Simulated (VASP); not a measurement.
P:

```
P
1.0
     2.54276    0.00000    0.00000
     0.00000    2.54276    0.00000
     0.00000    0.00000    2.54276
P
1
Direct
  0.00000 0.00000 0.00000
```

| Quantity | Value |
| --- | --- |
| Program | VASP 6.6.1 |
| Task | relaxation of cell and atoms |
| Functional | RPBE |
| Potentials or basis | VASP PAW PBE potentials, release 64 (P) |
| Cutoff | 500 eV |
| k mesh | 12 × 12 × 12 |
| Occupations | fermi-dirac, width 0.1 eV |
| Spin | no spin polarisation |

At the start: pressure -8.5 GPa; volume 16.44 Å³/atom.

**Question.** How do energy, volume and symmetry change on relaxing?

**Answer.** Over 3 steps the energy falls by 48.2 meV/atom and the volume is 14.73 Å³/atom (-10.4 %); space group Pm-3m (No. 221, to 0.05 Å).

Step by step:
```tsv
step	energy change (eV)	largest force (eV/Å)	pressure (GPa)	volume (Å³)
1	0.0000	0.0000	-8.49	16.44
2	-0.0468	0.0000	1.77	14.45
3	-0.0482	0.0000	-0.11	14.73
```

Final structure:
```cif
data_structure
_symmetry_space_group_name_H-M 'P 1'
_symmetry_Int_Tables_number 1
_cell_length_a 2.4513
_cell_length_b 2.4513
_cell_length_c 2.4513
_cell_angle_alpha 90.000
_cell_angle_beta 90.000
_cell_angle_gamma 90.000
_cell_volume 14.73
loop_
_atom_site_label
_atom_site_type_symbol
_atom_site_fract_x
_atom_site_fract_y
_atom_site_fract_z
_atom_site_occupancy
P1 P 0.00000 0.00000 0.00000 1
```

Caveat: the PAW data sets were made with another functional, which shifts forces and pressure a little.
